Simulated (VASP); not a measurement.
Runs of VASP 6.6.1 on Y2MgC2. The structure is that of space group P-3m1 (No. 164), or close to it. The cells are those of the table. 

```csv
task,spin,cell,k mesh,cutoff (eV),gap on the mesh (eV),pressure (GPa),moment (μB),largest force (eV/Å)
single point,off,"a = 4.221, b = 4.221, c = 5.338 Å, angles 90.0, 90.0, 120.0°, 5 atoms",6 × 6 × 4,520,none,(a),-,0.02
single point,off,"a = 4.229, b = 4.229, c = 5.326 Å, angles 90.0, 90.0, 120.0°, 5 atoms",12 × 12 × 8,520,none,-0.1,-,0.01
single point,"collinear, ferromagnetic start","a = 3.242, b = 3.242, c = 8.477 Å, angles 90.0, 90.0, 120.0°, 5 atoms",6 × 6 × 2,520,none,(b),0.80,13.57
relaxation of cell and atoms,"collinear, ferromagnetic start","relaxed from a = 3.242, b = 3.242, c = 8.477 Å, angles 90.0, 90.0, 120.0°, 5 atoms",6 × 6 × 2,600,none,0.1,0.00,0.04
single point,"collinear, ferromagnetic start","a = 4.204, b = 4.204, c = 5.373 Å, angles 90.0, 90.0, 120.0°, 5 atoms",6 × 6 × 2,520,none,0.1,0.00,0.01
```

Alike in all rows: level PBE; potentials or basis VASP PAW PBE potentials, release 64 (Y_sv, Mg, C); smearing gaussian 0.1 eV.

Task: Fill in the values left out.

Result: (a) 0.0; (b) 56.6.

Caveats: some runs use coarse meshes; forces of over 1 eV/Å act on the atoms, so gaps and moduli don't describe the material at rest (some runs).

A k mesh can miss the band edges, and the runs leave out spin-orbit coupling on Y.

A gap of «none» marks levels without a gap at the run's occupations.
